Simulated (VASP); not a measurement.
The system is BAs (CsCl type).

```xyz
2
Lattice="2.7144 0.0000 0.0000 0.0000 2.7144 0.0000 0.0000 0.0000 2.7144" Properties=species:S:1:pos:R:3 pbc="T T T"
B     0.0000    0.0000    0.0000
As    1.3572    1.3572    1.3572
```

* Program: VASP 6.6.1
* Task: relaxation of cell and atoms
* Functional: PBE
* Potentials or basis: VASP PAW PBE potentials, release 64 (B, As)
* Cutoff: 600 eV
* k mesh: 15 × 15 × 15
* Occupations: fermi-dirac, width 0.05 eV
* Spin: no spin polarisation

At the start: pressure 41.9 GPa; volume 10.00 Å³/atom.

**Question.** Where does the relaxation end?

**Answer.** Over 5 steps the energy falls by 284.3 meV/atom and the volume is 12.70 Å³/atom (+27.0 %); space group Pm-3m (No. 221, to 0.05 Å).

The path:
```tsv
step	energy change (eV)	largest force (eV/Å)	pressure (GPa)	volume (Å³)
1	0.0000	0.0000	41.87	20.00
2	-0.4640	0.0000	-9.59	28.56
3	-0.5684	0.0000	0.37	25.32
4	-0.5685	0.0000	-0.11	25.43
5	-0.5685	0.0000	0.02	25.40
```

Final structure:
```yaml
crystal:
  lattice:
    - [2.93964, 0.00000, 0.00000]
    - [0.00000, 2.93964, 0.00000]
    - [0.00000, 0.00000, 2.93964]
  atoms:
    - { symbol: B, position: [0.00000, 0.00000, 0.00000] }
    - { symbol: As, position: [0.50000, 0.50000, 0.50000] }
```

Caveat: the volume moved by over 15 % at a fixed basis, so the end points are rough.
